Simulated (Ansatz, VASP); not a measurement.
Two plane-wave programs on KTaO3

The input INCAR:

```
SYSTEM = KTaO3
ALGO = Normal
EDIFF = 1E-6
EDIFFG = -0.02
ENCUT = 520
GGA = PE
IBRION = 2
ISIF = 2
ISMEAR = -1
LASPH = .TRUE.
LCHARG = .FALSE.
LREAL = .FALSE.
LWAVE = .FALSE.
NELM = 100
NSW = 80
PREC = Accurate
SIGMA = 0.02
```

Contents of KPOINTS:

```
k-points
0
G
  5 5 5
  0 0 0
```

The input POSCAR:

```
KTaO3
1.0
    3.9883000000      0.0000000000      0.0000000000
    0.0000000000      3.9883000000      0.0000000000
    0.0000000000      0.0000000000      3.9883000000
K Ta O
1 1 3
Direct
    0.5000000000      0.5000000000      0.5000000000
    0.0000000000      0.0000000000      0.0000000000
    0.5000000000      0.0000000000      0.0000000000
    0.0000000000      0.5000000000      0.0000000000
    0.0000000000      0.0000000000      0.5000000000
```

Input for Ansatz:

```yaml
crystal:
  lattice:
    - [3.9883, 0.0, 0.0]
    - [0.0, 3.9883, 0.0]
    - [0.0, 0.0, 3.9883]
  atoms:
    - { symbol: K, position: [0.5, 0.5, 0.5] }
    - { symbol: Ta, position: [0.0, 0.0, 0.0] }
    - { symbol: O, position: [0.5, 0.0, 0.0] }
    - { symbol: O, position: [0.0, 0.5, 0.0] }
    - { symbol: O, position: [0.0, 0.0, 0.5] }
kpoints:
  mp_grid: { grid: [5, 5, 5] }
scf:
  occupations: { method: fermi_dirac, width: 0.02 }
hamiltonian:
  xc: pbe
  pseudopotentials: { kind: paw }
output:
  forces: true
  stress: true
  populations: true
  efg:
    quadrupole_moments_barn: { K: 0.0603, Ta: 3.17, O: -0.02558 }
    contact_densities: true
relax:
  f_tol: 0.02
  max_steps: 60
```

Alike in both runs: task relaxation of the atoms; functional PBE; k mesh 5 × 5 × 5; occupations fermi-dirac, width 0.02 eV; no spin polarisation.

|  | VASP | Ansatz |
| --- | --- | --- |
| version | VASP 6.6.1 | Ansatz 0.2.0 |
| potentials or method | VASP PAW PBE potentials, release 64 (K_sv, Ta_pv, O) | plane-wave PAW, scalar-relativistic |
| plane-wave cutoff (eV) | 520 | 420 |
| valence electrons in the cell | 38 | 40 |

VASP gave:

```
gap on the k mesh at the Fermi level, each at its own relaxed structure (eV) : 2.28
```

Problem. Estimate Ansatz's values.

Solution. gap on the k mesh at the Fermi level, each at its own relaxed structure (eV): 2.33.

VASP's potentials hold 38 valence electrons a cell and Ansatz's 40, so a difference there can come from the potentials and not from the codes. Ansatz's warnings: stress scf threshold loose.

Spin-orbit coupling is off throughout. Noted on VASP's run: the relaxation stopped at its first step, so nothing moved.
